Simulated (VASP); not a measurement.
A run of VASP 6.6.1:

Contents of INCAR:

```
ALGO = Normal
EDIFF = 1E-6
ENCUT = 520
GGA = PE
ISIF = 2
ISMEAR = 0
LASPH = True
LCHARG = True
LELF = True
LREAL = False
LVHAR = True
LWAVE = False
NBANDS = 33
NELM = 80
PREC = Accurate
SIGMA = 0.1
```

Contents of KPOINTS:

```
k-points
0
Gamma
  4 4 4
```

POSCAR

```
Rb4NCl
1.0
    0.0000000000      4.5715733900      4.5715733900
    4.5715733900      0.0000000000      4.5715733900
    4.5715733900      4.5715733900      0.0000000000
Rb N Cl
4 1 1
Direct
    0.8769448700      0.3743517100      0.3743517100
    0.3743517100      0.3743517100      0.3743517100
    0.3743517100      0.3743517100      0.8769448700
    0.3743517100      0.8769448700      0.3743517100
    0.7500000000      0.7500000000      0.7500000000
    0.0000000000      0.0000000000      0.0000000000
```

Potentials or basis: VASP PAW PBE potentials, release 64 (Rb_sv, N, Cl).

Run with:

```console
$ cat potpaw_PBE.64/Rb_sv/POTCAR potpaw_PBE.64/N/POTCAR potpaw_PBE.64/Cl/POTCAR > POTCAR
$ mpirun -np 1 vasp_std > vasp.out
```

Hardware: 1 thread of Intel(R) Xeon(R) Platinum 8488C (Sapphire Rapids), with other jobs on the host.

Estimate the wall time of this run.

It took 54 s on 1 thread of Intel(R) Xeon(R) Platinum 8488C (Sapphire Rapids), on a shared host, peak memory 0.33 GiB. Counts: scf iterations 17, k points 8.
